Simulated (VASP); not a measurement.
Set up this calculation in VASP 6.6.1, as the native input.

```
Task                   : single point
Functional             : r2SCAN
Potentials or basis    : VASP PAW PBE potentials, release 64 (O, H, C, N)
Cutoff                 : 520 eV
k mesh                 : 1 × 1 × 1
Occupations            : fermi-dirac, width 0.05 eV
Spin                   : no spin polarisation
Dipole correction      : no
Further INCAR settings : LREAL = Auto; ALGO = Normal; EDIFF = 1e-06; NBANDS = 39
```

The system is H11C2NO4.

```
CELL_PARAMETERS angstrom
6.03309 0.00000 0.00000
0.00000 6.03309 0.00000
0.00000 0.00000 6.03309
ATOMIC_POSITIONS crystal
O 0.16590 0.15738 0.56001
O 0.43263 0.72547 0.33567
O 0.13341 0.45902 0.12090
O 0.78358 0.40167 0.56820
H 0.24812 0.27964 0.61110
H 0.01595 0.20794 0.53535
H 0.36550 0.84860 0.40361
H 0.28929 0.66291 0.27812
H 0.17823 0.33311 0.20857
H 0.00341 0.42726 0.04940
H 0.71224 0.42385 0.42151
H 0.68439 0.37646 0.68900
H 0.42269 0.81550 0.88013
H 0.66074 0.79810 0.68985
H 0.64559 0.71363 0.98888
C 0.59583 0.83395 0.86682
C 0.65683 0.03111 0.97526
N 0.72094 0.19988 0.03446
```

The input as run:

POSCAR

```
H11C2NO4
1.0
    6.0330870000      0.0000000000      0.0000000000
    0.0000000000      6.0330870000      0.0000000000
    0.0000000000      0.0000000000      6.0330870000
O H C N
4 11 2 1
Direct
    0.1659018012      0.1573821163      0.5600118148
    0.4326309234      0.7254660839      0.3356656385
    0.1334142869      0.4590187412      1.1209021186
    0.7835789539      0.4016683333      0.5681999945
    0.2481151026      0.2796412517      0.6110967735
    0.0159454024      0.2079366666      0.5353478244
    0.3655011108      0.8486037082      0.4036076390
    0.2892880544      0.6629110437      0.2781163275
    0.1782337964      0.3331130481      1.2085686813
    0.0034145041      0.4272605384      1.0493964367
    0.7122390246      0.4238460344      0.4215089224
    0.6843925838      0.3764573592      0.6890005067
    0.4226857660      0.8155029092      0.8801298572
    0.6607396843      0.7980988837      0.6898458451
    0.6455898945      0.7136313466      0.9888801537
    0.5958309569      0.8339511762      0.8668199215
    0.6568279224      1.0311139223      0.9752552880
    0.7209410373      1.1998832439      1.0344621253
```

INCAR.step1

```
PREC     = Accurate       # precision mode
ENCUT    = 520            # plane-wave cutoff, eV
ISMEAR   = -1             # smearing method
SIGMA    = 0.05           # smearing width, eV
LREAL    = Auto         
LASPH    = T              # aspherical terms in the spheres
NELM     = 100            # most SCF steps
NBANDS   = 39             # bands
GGA      = PE             # functional
ALGO     = Normal         # electronic algorithm
EDIFF    = 1E-4           # SCF threshold, eV
LWAVE    = T              # write WAVECAR
LCHARG   = F              # write CHGCAR
```

INCAR.step2

```
PREC     = Accurate       # precision mode
ENCUT    = 520            # plane-wave cutoff, eV
EDIFF    = 1E-6           # SCF threshold, eV
ISMEAR   = -1             # smearing method
SIGMA    = 0.05           # smearing width, eV
LREAL    = Auto         
LASPH    = T              # aspherical terms in the spheres
NELM     = 100            # most SCF steps
ALGO     = Normal         # electronic algorithm
ISIF     = 2              # what is computed and relaxed
LWAVE    = F              # write WAVECAR
LCHARG   = T              # write CHGCAR
METAGGA  = R2SCAN         # meta-GGA
LMIXTAU  = T            
LELF     = T              # ELF
LVHAR    = T            
NBANDS   = 39             # bands
ISTART   = 1
```

KPOINTS

```
Automatic mesh
0
Gamma
  1 1 1
```

Potentials or basis: VASP PAW PBE potentials, release 64 (O, H, C, N).

Command:

```sh
$ cat potpaw_PBE.64/O/POTCAR potpaw_PBE.64/H/POTCAR potpaw_PBE.64/C/POTCAR potpaw_PBE.64/N/POTCAR > POTCAR
$ cp INCAR.step1 INCAR
$ mpirun -np 1 vasp_gam > vasp.out
$ cp INCAR.step2 INCAR
$ mpirun -np 1 vasp_gam > vasp.out
```

Results of the run:

```json
{
 "Pressure": "1.3 GPa",
 "Largest force": "3.419 eV/Å",
 "Band gap on the k mesh": "5.62 eV"
}
```

Caveat: the k points lie up to 1.04 Å⁻¹ apart; the PAW data sets were made with another functional, which shifts forces and pressure a little.

It took 2.8 min on 1 thread of Intel Xeon 8259CL (shared host), peak memory 0.34 GiB.
